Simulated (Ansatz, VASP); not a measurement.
**Two plane-wave programs on Si**

```
CELL_PARAMETERS angstrom
3.69731 0.00000 0.00000
-1.84866 3.20197 0.00000
0.00000 0.00000 6.90510
ATOMIC_POSITIONS crystal
Si 0.33333 0.66667 0.04879
Si 0.66667 0.33333 0.54879
Si 0.33333 0.66667 0.45121
Si 0.66667 0.33333 0.95121
```

Alike in both runs: task single point; functional PBE; k mesh 12 × 12 × 6; occupations gaussian, width 0.05 eV; no spin polarisation.

|  | VASP | Ansatz |
| --- | --- | --- |
| version | VASP 6.6.1 | Ansatz 0.2.0 |
| potentials or method | VASP PAW PBE potentials, release 64 (Si), cutoff 520 eV | scalar-relativistic, plane waves, PAW |
| valence electrons in the cell | 16 | 16 |

Ansatz gave:

```
gap on the k mesh at the Fermi level (eV)                     : 0.03
least direct gap on the mesh (eV)                             : 0.03
pressure (GPa)                                                : 6.3
traceless stress, the component that is largest in VASP (GPa) : -17.01
rms of the force components (eV/Å)                            : 1.171
```

Which values does VASP return?

gap on the k mesh at the Fermi level (eV): 0.02; least direct gap on the mesh (eV): 0.02; pressure (GPa): 6.2; traceless stress, the component that is largest in VASP (GPa): -17.03; rms of the force components (eV/Å): 1.168.

Atom by atom the forces differ by 0.003 eV/Å (rms over components).
